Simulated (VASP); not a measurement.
# Si (C2/m) in VASP: notebook

Si is run at these levels: LDA; tasks: single point.

All numbers are computed with VASP 6.6.1; they aren't measurements. Logs are shortened: lines on timing, memory, paths and dates and some standing lists are left out, and cuts for length are marked.

### Step 1. The cell of the first run

Symmetry: C2/m, No. 12, monoclinic system. The conventional cell has a = 4.870 Å, b = 9.177 Å, c = 3.416 Å, α = 90.00°, β = 129.45°, γ = 90.00°. Within 3.2 Å of Si (site symmetry m) lie 8 Si at 2.42 to 2.87 Å. Within 3.9 Å of Si (site symmetry 2) lie 20 Si at 2.48 to 3.88 Å.

### Step 2. Single point, LDA (strain -0.1000 x Voigt [0, 0, 0, 0, 0, 1])

The input, INCAR:

```
ALGO = Fast
EDIFF = 1E-6
ENCUT = 520
ISIF = 2
ISMEAR = 0
LASPH = T
LCHARG = F
LREAL = F
LWAVE = F
NBANDS = 16
NELM = 60
PREC = Accurate
SIGMA = 0.15
```

The input, KPOINTS:

```
k-points
0
Gamma
  14 14 14
```

The input, POSCAR:

```
Si
1.0
   -0.1323677128      2.6473542551      4.5885893296
    2.4320087322     -0.1216004366      4.5885893296
    2.2996410194      2.5257538185      0.0000000000
Si
4
Direct
    0.7297169282      0.2702830718      0.7297169282
    0.2702830718      0.7297169282      0.2702830718
    0.7744251954      0.7744251954      0.2255748046
    0.2255748046      0.2255748046      0.7744251954
```

Potentials or basis: VASP PAW LDA potentials, release 64 (Si).

Command:

```sh
cat potpaw_LDA.64/Si/POTCAR > POTCAR
mpirun -np 1 vasp_std > vasp.out
```

OUTCAR:

```text
EDIFF = 1E-6
   ENCUT = 520
   ISIF = 2
   ISMEAR = 0
   LASPH = T
   LREAL = F
   NELM = 60
   PREC = Accurate

 ion  position               nearest neighbor table
   1  0.730  0.270  0.730-   2 2.42   2 2.44   2 2.47   3 2.52   4 2.52   3 2.80   4 2.80   2 2.87

   2  0.270  0.730  0.270-   1 2.42   1 2.44   1 2.47   3 2.52   4 2.52   4 2.80   3 2.80   1 2.87

   3  0.774  0.774  0.226-   4 2.48   4 2.48   1 2.52   2 2.52   4 2.69   4 2.69   2 2.80   1 2.80

   4  0.226  0.226  0.774-   3 2.48   3 2.48   1 2.52   2 2.52   3 2.69   3 2.69   2 2.80   1 2.80

  LATTYP: Found a base centered monoclinic cell.
 ALAT       =     4.8700936910
 B/A-ratio  =     1.8843946835
 C/A-ratio  =     0.7013855615
 COS(beta)  =    -0.6354684718

  Lattice vectors:

 A1 = (  -2.4320087322,   0.1216004366,  -4.5885893296)
 A2 = (  -2.4320087322,   0.1216004366,   4.5885893296)
 A3 = (   2.2996410194,   2.5257538185,   0.0000000000)

Analysis of symmetry for initial positions (statically):
=====================================================================
 Subroutine PRICEL returns:
 Original cell was already a primitive cell.

 Routine SETGRP: Setting up the symmetry group for a
 base centered monoclinic supercell.

 Subroutine GETGRP returns: Found  4 space group operations
 (whereof  4 operations were pure point group operations)
 out of a pool of  4 trial point group operations.

The static configuration has the point symmetry C_2h.

Analysis of symmetry for dynamics (positions and initial velocities):
=====================================================================
 Subroutine PRICEL returns:
 Original cell was already a primitive cell.

 Routine SETGRP: Setting up the symmetry group for a
 base centered monoclinic supercell.

 Subroutine GETGRP returns: Found  4 space group operations
 (whereof  4 operations were pure point group operations)
 out of a pool of  4 trial point group operations.

The dynamic configuration has the point symmetry C_2h.

 Subroutine INISYM returns: Found  4 space group operations
 (whereof  4 operations are pure point group operations),
 and found     1 'primitive' translations

----------------------------------------------------------------------------------------

                                     Primitive cell

  volume of cell :      58.9385

  direct lattice vectors                    reciprocal lattice vectors
    -0.132367713  2.647354255  4.588589330    -0.196639576  0.179035831  0.108965951
     2.432008732 -0.121600437  4.588589330     0.196639576 -0.179035831  0.108965951
     2.299641019  2.525753819  0.000000000     0.215573692  0.199646494 -0.108965951

  length of vectors
     5.299165764  5.194670844  3.415813398     0.287392641  0.287392641  0.313375682

  position of ions in fractional coordinates (direct lattice)
     0.729716928  0.270283072  0.729716928
     0.270283072  0.729716928  0.270283072
     0.774425195  0.774425195  0.225574805
     0.225574805  0.225574805  0.774425195

  ion indices of the primitive-cell ions
   primitive index   ion index
                 1           1
                 2           2
                 3           3
                 4           4

----------------------------------------------------------------------------------------

 KPOINTS: k-points

Automatic generation of k-mesh.
 Grid dimensions read from file:
 generate k-points for:   14   14   14

 Generating k-lattice:

  Cartesian coordinates                     Fractional coordinates (reciprocal lattice)
    -0.014045684  0.012788274  0.007783282     0.071428571  0.000000000  0.000000000
     0.014045684 -0.012788274  0.007783282     0.000000000  0.071428571  0.000000000
     0.015398121  0.014260464 -0.007783282     0.000000000  0.000000000  0.071428571

  Length of vectors
     0.020528046  0.020528046  0.022383977

  Shift w.r.t. Gamma in fractional coordinates (k-lattice)
     0.000000000  0.000000000  0.000000000

 Subroutine IBZKPT returns following result:
 ===========================================

 Found    744 irreducible k-points:

 Following reciprocal coordinates:
            Coordinates               Weight
  0.000000  0.000000  0.000000      1.000000
  0.071429  0.000000  0.000000      4.000000
  0.142857  0.000000  0.000000      4.000000
  0.214286  0.000000  0.000000      4.000000
  0.285714  0.000000 -0.000000      4.000000
  0.357143  0.000000  0.000000      4.000000
[... 16 lines left out ...]
  0.214286  0.142857  0.000000      4.000000
  0.285714  0.142857 -0.000000      4.000000
 [... further k-points ...]
   k-points           NKPTS =    744   k-points in BZ     NKDIM =    744   number of bands    NBANDS=     16
   number of dos      NEDOS =    301   number of ions     NIONS =      4
   total plane-waves  NPLWV =  44800
   dimension x,y,z NGX =    40 NGY =   40 NGZ =   28
   dimension x,y,z NGXF=    80 NGYF=   80 NGZF=   56
   ions per type =               4
   NGX,Y,Z   is equivalent  to a cutoff of  12.55, 12.80, 13.63 a.u.
   NGXF,Y,Z  is equivalent  to a cutoff of  25.10, 25.60, 27.25 a.u.
 SYSTEM =  unknown system
   PREC   = accura    normal or accurate (medium, high low for compatibility)
   ISTART =      0    job   : 0-new  1-cont  2-samecut
   ICHARG =      2    charge: 1-file 2-atom 10-const
   ISPIN  =      1    spin polarized calculation?
   LNONCOLLINEAR =      F non collinear calculations
   LSORBIT =      F    spin-orbit coupling
   LASPH  =      T    aspherical Exc in radial PAW
   ENCUT  =  520.0 eV  38.22 Ry    6.18 a.u.   9.85  9.66  6.35*2*pi/ulx,y,z
   NELM   =     60;   NELMIN=  2; NELMDL= -5     # of ELM steps
   EDIFF  = 0.1E-05   stopping-criterion for ELM
   LREAL  =      F    real-space projection
   EDIFFG = 0.1E-04   stopping-criterion for IOM
   NSW    =      0    number of steps for IOM
   IBRION =     -1    ionic relax: 0-MD 1-quasi-New 2-CG
   NFREE  =      0    steps in history (QN), initial steepest desc. (CG)
   ISIF   =      2    stress and relaxation
   ISYM   =      2    0-nonsym 1-usesym 2-fastsym
   POTIM  = 0.5000    time-step for ionic-motion
   TEBEG  =    0.0;   TEEND  =   0.0 temperature during run
   PSTRESS=    0.0 pullay stress
   NELECT =      16.0000    total number of electrons
   NUPDOWN=      -1.0000    fix difference up-down
   EMIN   =  10.00;   EMAX   =-10.00  energy-range for DOS
   EFERMI =   0.00;   METHOD = LEGACY
   ISMEAR =     0;   SIGMA  =   0.15  broadening in eV -4-tet -1-fermi 0-gaus
   EFERMI_NEDOS =   21; number of points for ismear=-14 and -15
   IALGO  =     68    algorithm
   IMIX   =      4    mixing-type and parameters
     AMIX     =   0.40;   BMIX     =  1.00
     AMIX_MAG =   1.60;   BMIX_MAG =  1.00
  volume/ion in A,a.u.               =      14.73        99.43
  Fermi-wavevector in a.u.,A,eV,Ry     =   1.060022  2.003152 15.288154  1.123648
  Thomas-Fermi vector in A             =   2.195389
   LORBIT       =      0    0 simple, 1 ext, 2 COOP (PROOUT), +10 PAW based schemes
   GGA     = CA    functional components
   LHFCALC =     F    Hartree Fock is set to
   AEXX    =    0.0000 exact exchange contribution
   IVDW    =     0    specifies the selected vdW correction
   LEPSILON=     F    determine dielectric tensor
   LRPA    =     F    only Hartree local field effects (RPA)
 non-spin polarized calculation
 RMM-DIIS sequential band-by-band and
 Gauss-broadening in eV      SIGMA  =   0.15
  energy-cutoff  :      520.00
  volume of cell :       58.94
 maximum number of plane-waves:      1608
   NGX = 19   NGY = 19   NGZ = 13

 number of electron      15.9999999 magnetization

 Free energy of the ion-electron system (eV)
  ---------------------------------------------------
  ext. energy  EPLUGINS =         0.00000000
  ---------------------------------------------------
  free energy    TOTEN  =       -22.83607579 eV

  energy without entropy =      -22.82043438  energy(sigma->0) =      -22.82825509

 E-fermi :   9.5455     XC(G=0): -11.1292

 val. band max:        9.5418061824   @ k =   0.5000   0.0000   0.0714
 cond. band min:       9.5455740620   @ k =   0.2857  -0.3571   0.1429
 fundamental gap:      0.0037678796
 Fermi energy:         9.5454528109

 k-point     1 :       0.0000    0.0000    0.0000
  band No.  band energies     occupation
      1      -4.4447      2.00000
      2       1.8307      2.00000
      3       2.7362      2.00000
      4       6.1247      2.00000
      5       6.3930      2.00000
      6       7.3452      2.00000
[... 8 lines left out ...]
     15      18.0084      0.00000
     16      18.0172      0.00000

 k-point     2 :       0.0714    0.0000    0.0000
  band No.  band energies     occupation
      1      -4.3843      2.00000
      2       1.6897      2.00000
      3       2.9845      2.00000
      4       5.2854      2.00000
      5       5.7671      2.00000
      6       7.8318      2.00000
[... 8 lines left out ...]
     15      17.3931      0.00000
     16      18.3340      0.00000

 k-point     3 :       0.1429    0.0000    0.0000
  band No.  band energies     occupation
      1      -4.2030      2.00000
      2       1.4721      2.00000
      3       3.4635      2.00000
      4       4.0583      2.00000
      5       4.9141      2.00000
      6       8.0195      2.00000
[... 8 lines left out ...]
     15      17.5698      0.00000
     16      18.1719      0.00000

 k-point     4 :       0.2143    0.0000    0.0000
  band No.  band energies     occupation
      1      -3.9014      2.00000
      2       1.3216      2.00000
      3       2.6518      2.00000
      4       4.0573      2.00000
      5       4.3566      2.00000
      6       8.1230      2.00000
[... 8 lines left out ...]
     15      17.2285      0.00000
     16      17.8536      0.00000
[... 324 lines left out ...]
 k-point    22 :       0.1429    0.1429    0.0000
  band No.  band energies     occupation
      1      -4.3056      2.00000
      2       0.4806      2.00000
      3       4.2979      2.00000
      4       5.8704      2.00000
      5       5.9865      2.00000
      6       7.7829      2.00000
[... 8 lines left out ...]
     15      16.7315      0.00000
     16      17.0884      0.00000

 k-point    23 :       0.2143    0.1429    0.0000
  band No.  band energies     occupation
      1      -4.1758      2.00000
      2       0.1427      2.00000
      3       4.4953      2.00000
      4       5.0381      2.00000
      5       6.4750      2.00000
      6       7.3584      2.00000
[... 8 lines left out ...]
     15      16.6837      0.00000
     16      17.3092      0.00000

 k-point    24 :       0.2857    0.1429   -0.0000
  band No.  band energies     occupation
      1      -3.9254      2.00000
      2      -0.0819      2.00000
      3       3.3020      2.00000
      4       5.6107      2.00000
      5       5.9787      2.00000
      6       7.5342      2.00000
[... 8 lines left out ...]
     15      16.8283      0.00000
     16      17.2119      0.00000

 [... further k-points ...]
[... 5 lines left out ...]
  --------------------------------------------------------------------------------------
  -------------------------------------------------------------------------------------
  Total        0.3294499      0.2586350     -0.4595825      2.7853951      0.0000000      0.0000000
  in kB        8.9557242      7.0307012    -12.4932324     75.7178221      0.0000000      0.0000000
  external PRESSURE =       1.1643977 kB  Pullay stress =       0.0000000 kB

 VOLUME and BASIS-vectors are now :
 -----------------------------------------------------------------------------
  energy-cutoff  :      520.00
  volume of cell :       58.94
      direct lattice vectors                 reciprocal lattice vectors
    -0.132367713  2.647354255  4.588589330    -0.196639576  0.179035831  0.108965951
     2.432008732 -0.121600437  4.588589330     0.196639576 -0.179035831  0.108965951
     2.299641019  2.525753819  0.000000000     0.215573692  0.199646494 -0.108965951

 POSITION                                       TOTAL-FORCE (eV/Angst)
 -----------------------------------------------------------------------------------
      2.23883      3.74204      4.58859        -0.019808     -0.009867      0.000000
      2.36046      1.30947      4.58859         0.019808      0.009867      0.000000
      2.29964      2.52575      7.10704         0.000000     -0.000000     -0.028629
      2.29964      2.52575      2.07014         0.000000      0.000000      0.028629
 -----------------------------------------------------------------------------------
    total drift:                                0.000000     -0.000000      0.000000

  FREE ENERGIE OF THE ION-ELECTRON SYSTEM (eV)
  ---------------------------------------------------
  free  energy   TOTEN  =       -22.8360757948 eV

  energy  without entropy=      -22.8204343783  energy(sigma->0) =      -22.82825509
```

It took 6.1 min on 1 thread of Oxide Virtual Turin-like, shared host; peak memory 0.52 GiB.

What came out:

- Free energy: -22.8361 eV
- Pressure: 0.1 GPa
- Largest force: 0.029 eV/Å
- Band gap on the k mesh: zero (bands 8 and 9 overlap by 4.13 eV)

Forces on the atoms (eV/Å):
```
Si  -0.020 -0.010  0.000
Si   0.020  0.010  0.000
Si   0.000  0.000 -0.029
Si   0.000  0.000  0.029
```

Stress tensor (GPa, compression positive):
```
 0.90  7.57  0.00
 7.57  0.70  0.00
 0.00  0.00 -1.25
```

Levels at points of the mesh, in eV from the Fermi level:
| k point | band 5 | band 6 | band 7 | band 8 | band 9 | band 10 | band 11 | band 12 |
| --- | --- | --- | --- | --- | --- | --- | --- | --- |
| (0.00, 0.00, 0.00) | -3.15 | -2.20 | -1.88 | -1.44 | -1.20 | 1.66 | 2.07 | 5.12 |
| (0.50, 0.00, 0.00) | -1.64 | -1.17 | -0.55 | 0.52 | 1.08 | 1.14 | 3.87 | 3.91 |
| (0.50, 0.50, 0.00) | -2.07 | -1.96 | 0.30 | 0.99 | 1.73 | 2.41 | 2.50 | 2.56 |
| (0.00, 0.00, 0.50) | -2.05 | -1.76 | -1.12 | -0.33 | -0.16 | 0.10 | 2.26 | 2.30 |
| (0.50, 0.00, 0.50) | -5.59 | -5.33 | -2.82 | -2.52 | -1.93 | -1.75 | 5.38 | 6.10 |
| (0.00, 0.50, 0.50) | -6.89 | -6.58 | -2.55 | -2.05 | -1.74 | 1.39 | 4.81 | 5.26 |

Caveat: the cell differs from its parent crystal (strain -0.1000 x Voigt [0, 0, 0, 0, 0, 1]).

(Continued in part 2 of 2.)
